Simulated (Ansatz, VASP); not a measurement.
**Two plane-wave programs on WS2**

```xyz
3
Lattice="1.5939 0.9202 7.4744 -1.5939 0.9202 7.4744 0.0000 -1.8404 7.4744" Properties=species:S:1:pos:R:3 pbc="T T T"
W     0.0000    0.0000    0.0152
S     0.0000    0.0000    9.0607
S     0.0000    0.0000    5.9186
```

Alike in both runs: task single point; functional PBE; k mesh 12 × 12 × 12; occupations gaussian, width 0.01 eV; no spin polarisation.

|  | VASP | Ansatz |
| --- | --- | --- |
| version | VASP 6.6.1 | Ansatz 0.2.0 |
| potentials or method | VASP PAW PBE potentials, release 64 (W_sv, S), cutoff 520 eV | scalar-relativistic, plane waves, PAW |
| valence electrons in the cell | 26 | 26 |

|  | VASP | Ansatz | Ansatz less VASP |
| --- | --- | --- | --- |
| gap on the k mesh at the Fermi level (eV) | 1.65 | 1.64 | -0.014 |
| least direct gap on the mesh (eV) | 1.81 | 1.81 | -0.003 |
| pressure (GPa) | 0.0 | 0.0 | +0.04 |

The functional is the same, so the differences come from potentials, cutoffs and numerics.

Spin-orbit coupling is off throughout.
